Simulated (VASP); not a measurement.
# Ru (Pm-3m) in VASP: notebook

Ru is run at these levels: r2SCAN; tasks: single point.

Program: VASP 6.6.1. These are calculated values, not measurements. Logs are shortened: lines on timing, memory, paths and dates and some standing lists are left out, and cuts for length are marked.

## 1. The cell of the first run

The structure is cubic, space group Pm-3m (No. 221). Conventional cell: a = 2.491 Å, b = 2.491 Å, c = 2.491 Å, α = 90.00°, β = 90.00°, γ = 90.00°. Within 3.3 Å of Ru (site symmetry m-3m) lie 6 Ru at 2.49 Å.

## 2. Single point, r2SCAN

The input, POSCAR:

```
Ru
1.0
    2.4914415084      0.0000000000      0.0000000000
    0.0000000000      2.4914415084      0.0000000000
    0.0000000000      0.0000000000      2.4914415084
Ru
1
Direct
    0.0000000000      0.0000000000      0.0000000000
```

The input, INCAR.step1:

```
SYSTEM = Ru
PREC = Accurate
ENCUT = 520
ISMEAR = -1
SIGMA = 0.1
LREAL = .FALSE.
LASPH = .TRUE.
NELM = 60
NBANDS = 13
GGA = PE
ALGO = Normal
EDIFF = 1E-4
LWAVE = .TRUE.
LCHARG = .FALSE.
```

The input, INCAR.step2:

```
SYSTEM = Ru
PREC = Accurate
ENCUT = 520
EDIFF = 1E-6
ISMEAR = -1
SIGMA = 0.1
LREAL = .FALSE.
LASPH = .TRUE.
NELM = 60
ALGO = Normal
ISIF = 2
LWAVE = .FALSE.
LCHARG = .TRUE.
METAGGA = R2SCAN
LMIXTAU = .TRUE.
LELF = .TRUE.
LVHAR = .TRUE.
NBANDS = 13
ISTART = 1
```

The input, KPOINTS:

```
Automatic mesh
0
G
  13 13 13
  0 0 0
```

Potentials or basis: VASP PAW PBE potentials, release 64 (Ru_pv).

Launch:

```sh
$ cat potpaw_PBE.64/Ru_pv/POTCAR > POTCAR
$ cp INCAR.step1 INCAR
$ mpirun -np 1 vasp_std > vasp.out
$ cp INCAR.step2 INCAR
$ mpirun -np 1 vasp_std > vasp.out
```

OUTCAR:

```text
SYSTEM = Ru
   PREC = Accurate
   ENCUT = 520
   EDIFF = 1E-6
   ISMEAR = -1
   LREAL = .FALSE.
   LASPH = .TRUE.
   NELM = 60
   ISIF = 2
   METAGGA = R2SCAN
   ISTART = 1

 ion  position               nearest neighbor table
   1  0.000  0.000  0.000-

  LATTYP: Found a simple cubic cell.
 ALAT       =     2.4914415084

  Lattice vectors:

 A1 = (   2.4914415084,   0.0000000000,   0.0000000000)
 A2 = (   0.0000000000,   2.4914415084,   0.0000000000)
 A3 = (   0.0000000000,   0.0000000000,   2.4914415084)

Analysis of symmetry for initial positions (statically):
=====================================================================
 Subroutine PRICEL returns:
 Original cell was already a primitive cell.

 Routine SETGRP: Setting up the symmetry group for a
 simple cubic supercell.

 Subroutine GETGRP returns: Found 48 space group operations
 (whereof 48 operations were pure point group operations)
 out of a pool of 48 trial point group operations.

The static configuration has the point symmetry O_h .

Analysis of symmetry for dynamics (positions and initial velocities):
=====================================================================
 Subroutine PRICEL returns:
 Original cell was already a primitive cell.

 Routine SETGRP: Setting up the symmetry group for a
 simple cubic supercell.

 Subroutine GETGRP returns: Found 48 space group operations
 (whereof 48 operations were pure point group operations)
 out of a pool of 48 trial point group operations.

The dynamic configuration has the point symmetry O_h .

 Subroutine INISYM returns: Found 48 space group operations
 (whereof 48 operations are pure point group operations),
 and found     1 'primitive' translations

----------------------------------------------------------------------------------------

                                     Primitive cell

  volume of cell :      15.4651

  direct lattice vectors                    reciprocal lattice vectors
     2.491441508  0.000000000  0.000000000     0.401374063  0.000000000  0.000000000
     0.000000000  2.491441508  0.000000000     0.000000000  0.401374063  0.000000000
     0.000000000  0.000000000  2.491441508     0.000000000  0.000000000  0.401374063

  length of vectors
     2.491441508  2.491441508  2.491441508     0.401374063  0.401374063  0.401374063

  position of ions in fractional coordinates (direct lattice)
     0.000000000  0.000000000  0.000000000

  ion indices of the primitive-cell ions
   primitive index   ion index
                 1           1

----------------------------------------------------------------------------------------

 KPOINTS: Automatic mesh

Automatic generation of k-mesh.
 Grid dimensions read from file:
 generate k-points for:   13   13   13

 Generating k-lattice:

  Cartesian coordinates                     Fractional coordinates (reciprocal lattice)
     0.030874928  0.000000000  0.000000000     0.076923077  0.000000000  0.000000000
     0.000000000  0.030874928  0.000000000     0.000000000  0.076923077  0.000000000
     0.000000000  0.000000000  0.030874928     0.000000000  0.000000000  0.076923077

  Length of vectors
     0.030874928  0.030874928  0.030874928

  Shift w.r.t. Gamma in fractional coordinates (k-lattice)
     0.000000000  0.000000000  0.000000000

 Subroutine IBZKPT returns following result:
 ===========================================

 Found     84 irreducible k-points:

 Following reciprocal coordinates:
            Coordinates               Weight
  0.000000  0.000000  0.000000      1.000000
  0.076923  0.000000  0.000000      6.000000
  0.153846  0.000000  0.000000      6.000000
  0.230769  0.000000  0.000000      6.000000
  0.307692  0.000000  0.000000      6.000000
  0.384615  0.000000  0.000000      6.000000
[... 16 lines left out ...]
  0.307692  0.307692  0.000000     12.000000
  0.384615  0.307692  0.000000     24.000000
 [... further k-points ...]
   k-points           NKPTS =     84   k-points in BZ     NKDIM =     84   number of bands    NBANDS=     13
   number of dos      NEDOS =    301   number of ions     NIONS =      1
   total plane-waves  NPLWV =   8000
   dimension x,y,z NGX =    20 NGY =   20 NGZ =   20
   dimension x,y,z NGXF=    40 NGYF=   40 NGZF=   40
   ions per type =               1
   NGX,Y,Z   is equivalent  to a cutoff of  13.35, 13.35, 13.35 a.u.
   NGXF,Y,Z  is equivalent  to a cutoff of  26.69, 26.69, 26.69 a.u.
 SYSTEM =  Ru
   PREC   = accura    normal or accurate (medium, high low for compatibility)
   ISTART =      1    job   : 0-new  1-cont  2-samecut
   ICHARG =      0    charge: 1-file 2-atom 10-const
   ISPIN  =      1    spin polarized calculation?
   LNONCOLLINEAR =      F non collinear calculations
   LSORBIT =      F    spin-orbit coupling
   LASPH  =      T    aspherical Exc in radial PAW
   ENCUT  =  520.0 eV  38.22 Ry    6.18 a.u.   4.63  4.63  4.63*2*pi/ulx,y,z
   NELM   =     60;   NELMIN=  2; NELMDL=  0     # of ELM steps
   EDIFF  = 0.1E-05   stopping-criterion for ELM
   LREAL  =      F    real-space projection
   EDIFFG = 0.1E-04   stopping-criterion for IOM
   NSW    =      0    number of steps for IOM
   IBRION =     -1    ionic relax: 0-MD 1-quasi-New 2-CG
   NFREE  =      0    steps in history (QN), initial steepest desc. (CG)
   ISIF   =      2    stress and relaxation
   ISYM   =      2    0-nonsym 1-usesym 2-fastsym
   POTIM  = 0.5000    time-step for ionic-motion
   TEBEG  =    0.0;   TEEND  =   0.0 temperature during run
   PSTRESS=    0.0 pullay stress
   NELECT =      14.0000    total number of electrons
   NUPDOWN=      -1.0000    fix difference up-down
   EMIN   =  10.00;   EMAX   =-10.00  energy-range for DOS
   EFERMI =   0.00;   METHOD = LEGACY
   ISMEAR =    -1;   SIGMA  =   0.10  broadening in eV -4-tet -1-fermi 0-gaus
   EFERMI_NEDOS =   21; number of points for ismear=-14 and -15
   IALGO  =     38    algorithm
   IMIX   =      4    mixing-type and parameters
     AMIX     =   0.40;   BMIX     =  1.00
     AMIX_MAG =   1.60;   BMIX_MAG =  1.00
  volume/ion in A,a.u.               =      15.47       104.36
  Fermi-wavevector in a.u.,A,eV,Ry     =   1.583678  2.992717 34.123891  2.508035
  Thomas-Fermi vector in A             =   2.683412
   LORBIT       =      0    0 simple, 1 ext, 2 COOP (PROOUT), +10 PAW based schemes
   METAGGA = R2SCAN    functional components
   LHFCALC =     F    Hartree Fock is set to
   AEXX    =    0.0000 exact exchange contribution
   IVDW    =     0    specifies the selected vdW correction
   LEPSILON=     F    determine dielectric tensor
   LRPA    =     F    only Hartree local field effects (RPA)
 non-spin polarized calculation
  energy-cutoff  :      520.00
  volume of cell :       15.47
 maximum number of plane-waves:       437
 NGX is ok and might be reduce to    20
   NGX =  9   NGY =  9   NGZ =  9

 number of electron      13.9999993 magnetization

 Free energy of the ion-electron system (eV)
  ---------------------------------------------------
  ext. energy  EPLUGINS =         0.00000000
  ---------------------------------------------------
  free energy    TOTEN  =       -24.28312146 eV

  energy without entropy =      -24.23985963  energy(sigma->0) =      -24.26149054

 E-fermi :  10.8044     XC(G=0): -14.1770

 val. band max:       10.7998082345   @ k =   0.3077   0.0769   0.0769
 cond. band min:      10.8363109469   @ k =   0.3846   0.2308   0.1538
 fundamental gap:      0.0365027124
 Fermi energy:        10.8043533388

 k-point     1 :       0.0000    0.0000    0.0000
  band No.  band energies     occupation
      1     -32.9494      2.00000
      2     -32.9494      2.00000
      3     -32.9494      2.00000
      4       3.3306      2.00000
      5       5.0103      2.00000
      6       5.0103      2.00000
      7      12.5450      0.00000
      8      12.5450      0.00000
      9      12.5450      0.00000
     10      19.7952      0.00000
     11      28.4894      0.00000
     12      28.4894      0.00000
     13      28.4894      0.00000

 k-point     2 :       0.0769    0.0000    0.0000
  band No.  band energies     occupation
      1     -33.0226      2.00000
      2     -32.9433      2.00000
      3     -32.9433      2.00000
      4       3.5212      2.00000
      5       5.0532      2.00000
      6       5.2127      2.00000
      7      12.3444      0.00000
      8      12.3444      0.00000
      9      12.5603      0.00000
     10      19.7952      0.00000
     11      27.3713      0.00000
     12      28.8434      0.00000
     13      28.8434      0.00000

 k-point     3 :       0.1538    0.0000    0.0000
  band No.  band energies     occupation
      1     -33.2226      2.00000
      2     -32.9262      2.00000
      3     -32.9262      2.00000
      4       4.0016      2.00000
      5       5.1743      2.00000
      6       5.8601      2.00000
      7      11.8230      0.00008
      8      11.8230      0.00008
      9      12.6028      0.00000
     10      19.7951      0.00000
     11      25.1624      0.00000
     12      29.8093      0.00000
     13      29.8093      0.00000
[... 305 lines left out ...]
 k-point    23 :       0.3077    0.3077    0.0000
  band No.  band energies     occupation
      1     -33.6974      2.00000
      2     -33.6712      2.00000
      3     -32.8058      2.00000
      4       5.9103      2.00000
      5       6.3648      2.00000
      6       9.6208      1.99999
      7      10.7472      1.27808
      8      10.9519      0.37230
      9      11.6265      0.00054
     10      19.7950      0.00000
     11      21.7872      0.00000
     12      25.5414      0.00000
     13      30.7731      0.00000

 k-point    24 :       0.3846    0.3077    0.0000
  band No.  band energies     occupation
      1     -33.9084      2.00000
      2     -33.6550      2.00000
      3     -32.7851      2.00000
      4       5.6208      2.00000
      5       6.4401      2.00000
      6      10.3223      1.98400
      7      10.3792      1.97192
      8      10.9566      0.35827
      9      13.1852      0.00000
     10      19.7947      0.00000
     11      20.2664      0.00000
     12      26.1493      0.00000
     13      30.0062      0.00000

 [... further k-points ...]
[... 5 lines left out ...]
  --------------------------------------------------------------------------------------
  -------------------------------------------------------------------------------------
  Total        0.1243527      0.1243527      0.1243527      0.0000000      0.0000000     -0.0000000
  in kB       12.8829020     12.8829020     12.8829020      0.0000000      0.0000000     -0.0000000
  external PRESSURE =      12.8829020 kB  Pullay stress =       0.0000000 kB

 VOLUME and BASIS-vectors are now :
 -----------------------------------------------------------------------------
  energy-cutoff  :      520.00
  volume of cell :       15.47
      direct lattice vectors                 reciprocal lattice vectors
     2.491441508  0.000000000  0.000000000     0.401374063  0.000000000  0.000000000
     0.000000000  2.491441508  0.000000000     0.000000000  0.401374063  0.000000000
     0.000000000  0.000000000  2.491441508     0.000000000  0.000000000  0.401374063

 POSITION                                       TOTAL-FORCE (eV/Angst)
 -----------------------------------------------------------------------------------
      0.00000      0.00000      0.00000         0.000000      0.000000      0.000000
 -----------------------------------------------------------------------------------
    total drift:                               -0.000000      0.000000      0.000000

  FREE ENERGIE OF THE ION-ELECTRON SYSTEM (eV)
  ---------------------------------------------------
  free  energy   TOTEN  =       -24.2831214570 eV

  energy  without entropy=      -24.2398596287  energy(sigma->0) =      -24.26149054
```

It took 22 s on 1 thread of Intel Xeon 6975P-C (Granite Rapids), shared host; peak memory 0.13 GiB.

What came out:

* Free energy: -24.2831 eV
* Pressure: 1.3 GPa
* Band gap on the k mesh: zero (band 7 reaches 14.44 eV, above the bottom of band 8 at 9.79 eV)

Levels at points of the mesh, in eV from the Fermi level:
| k point | band 5 | band 6 | band 7 | band 8 | band 9 | band 10 |
| --- | --- | --- | --- | --- | --- | --- |
| (0.00, 0.00, 0.00) | -5.79 | -5.79 | 1.74 | 1.74 | 1.74 | 8.99 |

Caveat: the PAW data sets were made with another functional, which shifts forces and pressure a little.

## 3. Single point, r2SCAN (volume scaled by 0.88)

The input, POSCAR:

```
Ru
1.0
    2.3875084632      0.0000000000      0.0000000000
    0.0000000000      2.3875084632      0.0000000000
    0.0000000000      0.0000000000      2.3875084632
Ru
1
Direct
    0.0000000000      0.0000000000      0.0000000000
```

The input, INCAR.step1:

```
SYSTEM = Ru
PREC = Accurate ; ENCUT = 520
ISMEAR = -1 ; SIGMA = 0.1
LREAL = .FALSE. ; LASPH = .TRUE.
NELM = 60 ; NBANDS = 13
GGA = PE ; ALGO = Normal
EDIFF = 1E-4 ; LWAVE = .TRUE.
LCHARG = .FALSE.
```

The input, INCAR.step2:

```
SYSTEM = Ru
PREC = Accurate ; ENCUT = 520
EDIFF = 1E-6 ; ISMEAR = -1
SIGMA = 0.1 ; LREAL = .FALSE.
LASPH = .TRUE. ; NELM = 60
ALGO = Normal ; ISIF = 2
LWAVE = .FALSE. ; LCHARG = .FALSE.
METAGGA = R2SCAN ; LMIXTAU = .TRUE.
NBANDS = 13 ; ISTART = 1
```

The input, KPOINTS:

```
Automatic mesh
0
G
  14 14 14
  0 0 0
```

Potentials or basis: VASP PAW PBE potentials, release 64 (Ru_pv).

Launch:

```sh
$ cat potpaw_PBE.64/Ru_pv/POTCAR > POTCAR
$ cp INCAR.step1 INCAR
$ mpirun -np 1 vasp_std > vasp.out
$ cp INCAR.step2 INCAR
$ mpirun -np 1 vasp_std > vasp.out
```

Wall time 24 s (1 thread of Intel Xeon 6975P-C (Granite Rapids), shared host); peak memory 0.13 GiB.

It converged, with:

```yaml
Free_energy: -24.0475 eV
Pressure: 43.9 GPa
Band_gap_on_the_k_mesh: zero (band 7 reaches 17.85 eV, above the bottom of band 8 at 12.08 eV)
```

Levels at points of the mesh, in eV from the Fermi level:
| k point | band 5 | band 6 | band 7 | band 8 | band 9 | band 10 |
| --- | --- | --- | --- | --- | --- | --- |
| (0.00, 0.00, 0.00) | -6.87 | -6.87 | 2.14 | 2.14 | 2.14 | 9.05 |
| (0.50, 0.00, 0.00) | -5.32 | -1.32 | -1.32 | -0.32 | 2.48 | 9.03 |
| (0.50, 0.50, 0.00) | -4.47 | -0.63 | -0.63 | 4.57 | 6.62 | 6.62 |
| (0.50, 0.50, 0.50) | -6.14 | -6.14 | 4.81 | 4.81 | 9.05 | 9.35 |

Caveat: the PAW data sets were made with another functional, which shifts forces and pressure a little.

## 4. Single point, r2SCAN (volume scaled by 0.92)

The input, POSCAR:

```
Ru
1.0
    2.4231481722      0.0000000000      0.0000000000
    0.0000000000      2.4231481722      0.0000000000
    0.0000000000      0.0000000000      2.4231481722
Ru
1
Direct
    0.0000000000      0.0000000000      0.0000000000
```

The input, INCAR.step1:

```
SYSTEM = Ru
PREC = Accurate
ENCUT = 520
ISMEAR = -1
SIGMA = 0.1
LREAL = .False.
LASPH = .True.
NELM = 60
NBANDS = 13
GGA = PE
ALGO = Normal
EDIFF = 1E-4
LWAVE = .True.
LCHARG = .False.
```

The input, INCAR.step2:

```
SYSTEM = Ru
PREC = Accurate
ENCUT = 520
EDIFF = 1E-6
ISMEAR = -1
SIGMA = 0.1
LREAL = .False.
LASPH = .True.
NELM = 60
ALGO = Normal
ISIF = 2
LWAVE = .False.
LCHARG = .False.
METAGGA = R2SCAN
LMIXTAU = .True.
NBANDS = 13
ISTART = 1
```

The input, KPOINTS:

```
regular mesh
0
Gamma
  14 14 14
  0 0 0
```

Launch:

```sh
$ cat potpaw_PBE.64/Ru_pv/POTCAR > POTCAR
$ cp INCAR.step1 INCAR
$ mpirun -np 1 vasp_std > vasp.out
$ cp INCAR.step2 INCAR
$ mpirun -np 1 vasp_std > vasp.out
```

Wall time 24 s (1 thread of Intel Xeon 6975P-C (Granite Rapids), shared host); peak memory 0.13 GiB.

It converged, with:

```
Free energy            : -24.1822 eV
Pressure               : 26.5 GPa
Band gap on the k mesh : zero (band 7 reaches 16.72 eV, above the bottom of band 8 at 11.32 eV)
```

Levels at points of the mesh, in eV from the Fermi level:
```
           k point  band 3  band 4  band 5  band 6  band 7  band 8  band 9  band 10  band 11  band 12
(0.00, 0.00, 0.00)  -43.79   -7.97   -6.47   -6.47    2.00    2.00    2.00     9.03    18.37    18.37
(0.50, 0.00, 0.00)  -43.64   -5.55   -5.11   -1.22   -1.22   -0.26    2.31     8.77     9.04    17.23
(0.50, 0.50, 0.00)  -43.51   -7.34   -4.25   -0.58   -0.58    4.27    6.42     6.42     9.03    15.55
(0.50, 0.50, 0.50)  -44.92   -5.75   -5.75   -5.75    4.48    4.48    9.03     9.55    14.62    14.62
```

Caveat: the PAW data sets were made with another functional, which shifts forces and pressure a little.

(Continued in part 2 of 2.)
